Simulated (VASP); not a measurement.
# Hf (P6_3/mmc) in VASP: notebook

Hf is run at these levels: PBE; tasks: single point.

All numbers are computed with VASP 6.6.1; they aren't measurements. Logs are shortened: lines on timing, memory, paths and dates and some standing lists are left out, and cuts for length are marked.

## (1) The cell of the first run

It takes space group P6_3/mmc (No. 194, hexagonal). Conventional cell: a = 3.047 Å, b = 3.047 Å, c = 4.839 Å, α = 90.00°, β = 90.00°, γ = 120.00°. Within 3.9 Å of Hf (site symmetry -6m2) lie 12 Hf at 2.99 to 3.05 Å.

## (2) Single point, PBE

Contents of INCAR:

```
SYSTEM = Hf
PREC     = Accurate       ! precision mode
ENCUT    = 520            ! plane-wave cutoff, eV
EDIFF    = 1E-6           ! SCF threshold, eV
ISMEAR   = -1             ! smearing method
SIGMA    = 0.05           ! smearing width, eV
LREAL    = .FALSE.        ! projectors in reciprocal space
LASPH    = .TRUE.         ! aspherical terms in the spheres
NELM     = 100            ! most SCF steps
ALGO     = Normal         ! electronic algorithm
ISIF     = 2              ! what is computed and relaxed
LWAVE    = .FALSE.        ! write WAVECAR
LCHARG   = .FALSE.        ! write CHGCAR
GGA      = PE             ! functional
NBANDS   = 17             ! bands
```

Contents of KPOINTS:

```
Automatic mesh
0
G
  10 10 5
  0 0 0
```

Contents of POSCAR:

```
Hf
1.0
    3.0474881319      0.0000000000      0.0000000000
   -1.5237440660      2.6392021400      0.0000000000
    0.0000000000      0.0000000000      4.8389269290
Hf
2
Direct
    0.6666666667      0.3333333333      0.7500000000
    0.3333333333      0.6666666667      0.2500000000
```

Potentials or basis: VASP PAW PBE potentials, release 64 (Hf_pv).

Command:

```console
$ cat potpaw_PBE.64/Hf_pv/POTCAR > POTCAR
$ mpirun -np 1 vasp_std > vasp.out
```

OUTCAR:

```text
SYSTEM = Hf
   PREC = Accurate
   ENCUT = 520
   EDIFF = 1E-6
   ISMEAR = -1
   LREAL = .FALSE.
   LASPH = .TRUE.
   NELM = 100
   ISIF = 2
   GGA = PE

 ion  position               nearest neighbor table
   1  0.667  0.333  0.750-   2 2.99   2 2.99   2 2.99   2 2.99   2 2.99   2 2.99
   2  0.333  0.667  0.250-   1 2.99   1 2.99   1 2.99   1 2.99   1 2.99   1 2.99

  LATTYP: Found a hexagonal cell.
 ALAT       =     3.0474881319
 C/A-ratio  =     1.5878411070

  Lattice vectors:

 A1 = (   3.0474881319,   0.0000000000,   0.0000000000)
 A2 = (  -1.5237440660,   2.6392021400,   0.0000000000)
 A3 = (   0.0000000000,   0.0000000000,   4.8389269290)

Analysis of symmetry for initial positions (statically):
=====================================================================
 Subroutine PRICEL returns:
 Original cell was already a primitive cell.

 Routine SETGRP: Setting up the symmetry group for a
 hexagonal supercell.

 Subroutine GETGRP returns: Found 24 space group operations
 (whereof 12 operations were pure point group operations)
 out of a pool of 24 trial point group operations.

The static configuration has the point symmetry D_3d.
 The point group associated with its full space group is D_6h.

Analysis of symmetry for dynamics (positions and initial velocities):
=====================================================================
 Subroutine PRICEL returns:
 Original cell was already a primitive cell.

 Routine SETGRP: Setting up the symmetry group for a
 hexagonal supercell.

 Subroutine GETGRP returns: Found 24 space group operations
 (whereof 12 operations were pure point group operations)
 out of a pool of 24 trial point group operations.

The dynamic configuration has the point symmetry D_3d.
 The point group associated with its full space group is D_6h.

 Subroutine INISYM returns: Found 24 space group operations
 (whereof 12 operations are pure point group operations),
 and found     1 'primitive' translations

----------------------------------------------------------------------------------------

                                     Primitive cell

  volume of cell :      38.9192

[... 74 lines left out ...]
   dimension x,y,z NGXF=    48 NGYF=   48 NGZF=   72
   ions per type =               2
   NGX,Y,Z   is equivalent  to a cutoff of  13.09, 13.09, 12.37 a.u.
   NGXF,Y,Z  is equivalent  to a cutoff of  26.18, 26.18, 24.74 a.u.
 SYSTEM =  Hf
   PREC   = accura    normal or accurate (medium, high low for compatibility)
   ISTART =      0    job   : 0-new  1-cont  2-samecut
   ICHARG =      2    charge: 1-file 2-atom 10-const
   ISPIN  =      1    spin polarized calculation?
   LNONCOLLINEAR =      F non collinear calculations
   LSORBIT =      F    spin-orbit coupling
   LASPH  =      T    aspherical Exc in radial PAW
   ENCUT  =  520.0 eV  38.22 Ry    6.18 a.u.   5.67  5.67  9.00*2*pi/ulx,y,z
   NELM   =    100;   NELMIN=  2; NELMDL= -5     # of ELM steps
   EDIFF  = 0.1E-05   stopping-criterion for ELM
   LREAL  =      F    real-space projection
   EDIFFG = 0.1E-04   stopping-criterion for IOM
   NSW    =      0    number of steps for IOM
   IBRION =     -1    ionic relax: 0-MD 1-quasi-New 2-CG
   NFREE  =      0    steps in history (QN), initial steepest desc. (CG)
   ISIF   =      2    stress and relaxation
   ISYM   =      2    0-nonsym 1-usesym 2-fastsym
   POTIM  = 0.5000    time-step for ionic-motion
   TEBEG  =    0.0;   TEEND  =   0.0 temperature during run
   PSTRESS=    0.0 pullay stress
   NELECT =      20.0000    total number of electrons
   NUPDOWN=      -1.0000    fix difference up-down
   EMIN   =  10.00;   EMAX   =-10.00  energy-range for DOS
   EFERMI =   0.00;   METHOD = LEGACY
   ISMEAR =    -1;   SIGMA  =   0.05  broadening in eV -4-tet -1-fermi 0-gaus
   EFERMI_NEDOS =   21; number of points for ismear=-14 and -15
   IALGO  =     38    algorithm
   IMIX   =      4    mixing-type and parameters
     AMIX     =   0.40;   BMIX     =  1.00
     AMIX_MAG =   1.60;   BMIX_MAG =  1.00
  volume/ion in A,a.u.               =      19.46       131.32
  Fermi-wavevector in a.u.,A,eV,Ry     =   1.311284  2.477968 23.394768  1.719467
  Thomas-Fermi vector in A             =   2.441757
   LORBIT       =      0    0 simple, 1 ext, 2 COOP (PROOUT), +10 PAW based schemes
   GGA     = PE    functional components
   LHFCALC =     F    Hartree Fock is set to
   AEXX    =    0.0000 exact exchange contribution
   IVDW    =     0    specifies the selected vdW correction
   LEPSILON=     F    determine dielectric tensor
   LRPA    =     F    only Hartree local field effects (RPA)
 non-spin polarized calculation
  energy-cutoff  :      520.00
  volume of cell :       38.92
 maximum number of plane-waves:      1085
 NGX is ok and might be reduce to    24
   NGX = 11   NGY = 11   NGZ = 17

 number of electron      20.0000004 magnetization

 Free energy of the ion-electron system (eV)
  ---------------------------------------------------
  ext. energy  EPLUGINS =         0.00000000
  ---------------------------------------------------
  free energy    TOTEN  =       -19.53117554 eV

  energy without entropy =      -19.52446952  energy(sigma->0) =      -19.52782253

 E-fermi :   5.9187     XC(G=0): -11.9352

 val. band max:        5.9052504323   @ k =   0.1000   0.0000   0.2000
 cond. band min:       5.9253071839   @ k =   0.0000   0.0000   0.4000
 fundamental gap:      0.0200567516
 Fermi energy:         5.9186976206

 k-point     1 :       0.0000    0.0000    0.0000
  band No.  band energies     occupation
      1     -25.1133      2.00000
      2     -23.9492      2.00000
      3     -23.9492      2.00000
      4     -23.7573      2.00000
      5     -23.7571      2.00000
      6     -23.7571      2.00000
[... 457 lines left out ...]
      4     -24.2211      2.00000
      5     -24.0675      2.00000
      6     -23.9625      2.00000
[... 9 lines left out ...]
     16      12.8614      0.00000
     17      13.8992      0.00000

 [... further k-points ...]
[... 5 lines left out ...]
  --------------------------------------------------------------------------------------
  -------------------------------------------------------------------------------------
  Total        4.7385879      4.7385879      4.7198144     -0.0000000      0.0000000     -0.0000000
  in kB      195.0723793    195.0723793    194.2995359     -0.0000000      0.0000000     -0.0000000
  external PRESSURE =     194.8147648 kB  Pullay stress =       0.0000000 kB

 VOLUME and BASIS-vectors are now :
 -----------------------------------------------------------------------------
  energy-cutoff  :      520.00
  volume of cell :       38.92
      direct lattice vectors                 reciprocal lattice vectors
     3.047488132  0.000000000  0.000000000     0.328139096  0.189451195  0.000000000
    -1.523744066  2.639202140  0.000000000     0.000000000  0.378902391  0.000000000
     0.000000000  0.000000000  4.838926929     0.000000000  0.000000000  0.206657388

 POSITION                                       TOTAL-FORCE (eV/Angst)
 -----------------------------------------------------------------------------------
      1.52374      0.87973      3.62920         0.000000      0.000000      0.000000
     -0.00000      1.75947      1.20973        -0.000000     -0.000000      0.000000
 -----------------------------------------------------------------------------------
    total drift:                               -0.000000      0.000000     -0.000000

  FREE ENERGIE OF THE ION-ELECTRON SYSTEM (eV)
  ---------------------------------------------------
  free  energy   TOTEN  =       -19.5311755403 eV

  energy  without entropy=      -19.5244695201  energy(sigma->0) =      -19.52782253
```

stdout:

```text
POSCAR found type information on POSCAR Hf
 POSCAR found :  1 types and       2 ions
 scaLAPACK will be used
 LDA part: xc-table for (Slater+PW92), standard interpolation
 POSCAR, INCAR and KPOINTS ok, starting setup
 FFT: planning ... GRIDC
 FFT: planning ... GRID_SOFT
 FFT: planning ... GRID
 WAVECAR not read
 entering main loop
```

Wall time 11 s (1 thread of Intel Xeon Platinum 8488C (Sapphire Rapids), shared host); peak memory 0.16 GiB.

Results:

| Quantity | Value |
| --- | --- |
| Free energy | -19.5312 eV |
| Pressure | 19.5 GPa |
| Band gap on the k mesh | zero (band 10 reaches 7.14 eV, above the bottom of band 11 at 5.55 eV) |

Caveat: spin-orbit coupling is left out, which moves the levels of the heavy elements.

## (3) Single point, PBE

This run uses another cell than the first one, of 20.75 Å³/atom, 1.066 times its volume.

Contents of INCAR:

```
PREC     = Accurate       # precision mode
ENCUT    = 520            # plane-wave cutoff, eV
EDIFF    = 1E-6           # SCF threshold, eV
ISMEAR   = -1             # smearing method
SIGMA    = 0.05           # smearing width, eV
LREAL    = F              # projectors in reciprocal space
LASPH    = T              # aspherical terms in the spheres
NELM     = 100            # most SCF steps
ALGO     = Normal         # electronic algorithm
ISIF     = 2              # what is computed and relaxed
LWAVE    = F              # write WAVECAR
LCHARG   = F              # write CHGCAR
GGA      = PE             # functional
NBANDS   = 17             # bands
```

Contents of KPOINTS:

```
Automatic mesh
0
Gamma
  10 10 5
```

Contents of POSCAR:

```
Hf
1.0
    3.1161999496      0.0000000000      0.0000000000
   -1.5580999748      2.6987083196      0.0000000000
    0.0000000000      0.0000000000      4.9342351322
Hf
2
Direct
    0.6666666667      0.3333333333      0.7500000000
    0.3333333333      0.6666666667      0.2500000000
```

Potentials or basis: VASP PAW PBE potentials, release 64 (Hf_pv).

Command:

```console
$ cat potpaw_PBE.64/Hf_pv/POTCAR > POTCAR
$ mpirun -np 1 vasp_std > vasp.out
```

Wall time 12 s (1 thread of Intel Xeon Platinum 8488C (Sapphire Rapids), shared host); peak memory 0.16 GiB.

Results (log left out):

```
Free energy            : -19.7611 eV
Pressure               : 9.5 GPa
Band gap on the k mesh : zero (band 10 reaches 6.65 eV, above the bottom of band 11 at 5.09 eV)
```

Stress tensor (GPa, compression positive):
```
9.56 0.00 0.00
0.00 9.56 0.00
0.00 0.00 9.44
```

Levels at points of the mesh, in eV from the Fermi level:
```csv
k point,band 8,band 9,band 10,band 11,band 12,band 13
"(0.00, 0.00, 0.00)",-3.92,0.96,1.23,1.23,1.53,2.13
"(0.50, 0.00, 0.00)",-3.01,-2.45,-0.63,0.81,1.00,1.86
```

Caveat: spin-orbit coupling is left out, which moves the levels of the heavy elements.

## (4) Single point, PBE

This run uses another cell than the first one, of 21.55 Å³/atom, 1.107 times its volume.

Contents of INCAR:

```
PREC = Accurate ; ENCUT = 520
EDIFF = 1E-6 ; ISMEAR = -1
SIGMA = 0.05 ; LREAL = False
LASPH = True ; NELM = 100
ALGO = Normal ; ISIF = 2
LWAVE = False ; LCHARG = True
GGA = PE ; LELF = True
LVHAR = True ; NBANDS = 17
```

KPOINTS is that of step 3.

Contents of POSCAR:

```
Hf
1.0
    3.1574988418      0.0000000000      0.0000000000
   -1.5787494209      2.7344742094      0.0000000000
    0.0000000000      0.0000000000      4.9916973239
Hf
2
Direct
    0.6666666667      0.3333333333      0.7500000000
    0.3333333333      0.6666666667      0.2500000000
```

Command:

```console
$ cat potpaw_PBE.64/Hf_pv/POTCAR > POTCAR
$ mpirun -np 1 vasp_std > vasp.out
```

Wall time 13 s (1 thread of Intel Xeon Platinum 8488C (Sapphire Rapids), shared host); peak memory 0.17 GiB.

It converged, with:

* Free energy: -19.8311 eV
* Pressure: 4.5 GPa
* Band gap on the k mesh: zero (band 10 reaches 6.37 eV, above the bottom of band 11 at 4.84 eV)

Stress tensor (GPa, compression positive):
```
4.58 0.00 0.00
0.00 4.58 0.00
0.00 0.00 4.47
```

Levels at points of the mesh, in eV from the Fermi level:
```tsv
k point	band 6	band 7	band 8	band 9	band 10	band 11	band 12	band 13	band 14	band 15
(0.00, 0.00, 0.00)	-30.04	-7.49	-3.80	0.81	1.21	1.21	1.51	2.08	2.08	2.74
(0.50, 0.00, 0.00)	-30.14	-3.39	-2.86	-2.32	-0.72	0.80	0.95	1.78	6.16	6.70
```

Caveat: spin-orbit coupling is left out, which moves the levels of the heavy elements.

## (5) Single point, PBE

This run uses another cell than the first one, of 22.10 Å³/atom, 1.136 times its volume.

Contents of INCAR:

```
SYSTEM = Hf
PREC     = Accurate       ! precision mode
ENCUT    = 520            ! plane-wave cutoff, eV
EDIFF    = 1E-7           ! SCF threshold, eV
ISMEAR   = -1             ! smearing method
SIGMA    = 0.05           ! smearing width, eV
LREAL    = .False.        ! projectors in reciprocal space
LASPH    = .True.         ! aspherical terms in the spheres
NELM     = 80             ! most SCF steps
ALGO     = Normal         ! electronic algorithm
ISIF     = 2              ! what is computed and relaxed
LWAVE    = .False.        ! write WAVECAR
LCHARG   = .True.         ! write CHGCAR
GGA      = PE             ! functional
LELF     = .True.         ! ELF
LVHAR    = .True.       
NBANDS   = 17             ! bands
```

Contents of KPOINTS:

```
Automatic mesh
0
Gamma
  10 10 5
  0 0 0
```

Contents of POSCAR:

```
Hf
1.0
    3.1855322601      0.0000000000      0.0000000000
   -1.5927661300      2.7587518618      0.0000000000
    0.0000000000      0.0000000000      5.0305117529
Hf
2
Direct
    0.6666666667      0.3333333333      0.7500000000
    0.3333333333      0.6666666667      0.2500000000
```

Command:

```console
$ cat potpaw_PBE.64/Hf_pv/POTCAR > POTCAR
$ mpirun -np 1 vasp_std > vasp.out
```

It took 15 s on 1 thread of Intel Xeon Platinum 8488C (Sapphire Rapids), shared host; peak memory 0.17 GiB.

The run converged. Its results:

```yaml
Free_energy: -19.8522 eV
Pressure: 1.5 GPa
Band_gap_on_the_k_mesh: zero (band 10 reaches 6.18 eV, above the bottom of band 11 at 4.68 eV)
```

Stress tensor (GPa, compression positive):
```
1.57 0.00 0.00
0.00 1.57 0.00
0.00 0.00 1.47
```

Levels at points of the mesh, in eV from the Fermi level:
```tsv
k point	band 6	band 7	band 8	band 9	band 10	band 11	band 12	band 13	band 14	band 15
(0.00, 0.00, 0.00)	-30.14	-7.41	-3.73	0.72	1.20	1.20	1.50	2.04	2.04	2.66
(0.50, 0.00, 0.00)	-30.23	-3.36	-2.77	-2.25	-0.78	0.79	0.91	1.73	5.97	6.50
```

Caveat: spin-orbit coupling is left out, which moves the levels of the heavy elements.

## (6) Summary

| cell | gap on the mesh (eV) | pressure (GPa) |
| --- | --- | --- |
| a = 3.047, b = 3.047, c = 4.839 Å, angles 90.0, 90.0, 120.0°, 2 atoms | none | 19.5 |
| a = 3.116, b = 3.116, c = 4.934 Å, angles 90.0, 90.0, 120.0°, 2 atoms | none | 9.5 |
| a = 3.157, b = 3.157, c = 4.992 Å, angles 90.0, 90.0, 120.0°, 2 atoms | none | 4.5 |
| a = 3.186, b = 3.186, c = 5.031 Å, angles 90.0, 90.0, 120.0°, 2 atoms | none | 1.5 |

Alike in all rows: task single point; level PBE; potentials or basis VASP PAW PBE potentials, release 64 (Hf_pv); no spin polarisation; k mesh 10 × 10 × 5; cutoff (eV) 520; smearing fermi-dirac 0.05 eV.

Caveats: spin-orbit coupling is left out, which moves the levels of the heavy elements.

Absolute energies hang on the potentials; compare differences alone.
